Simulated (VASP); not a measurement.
Wanted: the native input for a VASP 6.6.1 run.

- Task: single point
- Functional: PBEsol
- Dispersion: D3(BJ)
- Potentials or basis: VASP PAW PBE potentials, release 64 (C)
- Cutoff: 600 eV
- k mesh: 18 × 12 × 10
- Occupations: gaussian, width 0.15 eV
- Spin: no spin polarisation
- Dipole correction: no
- Further INCAR settings: ALGO = Normal; EDIFF = 1e-06; NBANDS = 16

The structure of C lies in POSCAR:

```
C
1.0
   -2.4576582504      0.0000000000      0.0000000000
    0.0000000000      0.0000000000     -3.5294825081
    0.0000000000     -4.2567889574      0.0000000000
C
4
Direct
    0.5000000000      0.0000000000      0.1701904496
    0.0000000000      0.0000000000      0.6560953181
    0.0000000000      0.0000000000      0.3298095504
    0.5000000000      0.0000000000      0.8439046819
```

This cell differs from its parent crystal: mode 8 frozen in at -0.030 Å and mode 12 at +0.015 Å (largest displacements).

The input as run:

INCAR

```
SYSTEM = C
  PREC = Accurate
  ENCUT = 600
  EDIFF = 1E-6
  ISMEAR = 0
  SIGMA = 0.15
  LREAL = .False.
  LASPH = .True.
  NELM = 120
  ALGO = Normal
  ISIF = 2
  LWAVE = .False.
  LCHARG = .False.
  GGA = PS
  IVDW = 12
  NBANDS = 16
  GGA_COMPAT = .False.
```

KPOINTS

```
regular mesh
0
Gamma
  18 12 10
  0 0 0
```

Potentials or basis: VASP PAW PBE potentials, release 64 (C).

The run is started by

```sh
$ cat potpaw_PBE.64/C/POTCAR > POTCAR
$ mpirun -np 1 vasp_std > vasp.out
```

It gave:

| Item | Value |
| --- | --- |
| Pressure | 1.3 GPa |
| Largest force | 4.012 eV/Å |
| Band gap on the k mesh | zero (band 8 reaches 4.54 eV, above the bottom of band 9 at 3.95 eV) |
| Dispersion energy per atom | -0.104 eV |

Caveat: the cell differs from its parent crystal (mode 8 frozen in at -0.030 Å and mode 12 at +0.015 Å (largest displacements)); the PAW data sets were made with another functional, which shifts forces and pressure a little.

Wall time 2 min on 1 thread of Intel(R) Xeon(R) Platinum 8488C (Sapphire Rapids), with other jobs on the host, peak memory 0.33 GiB.
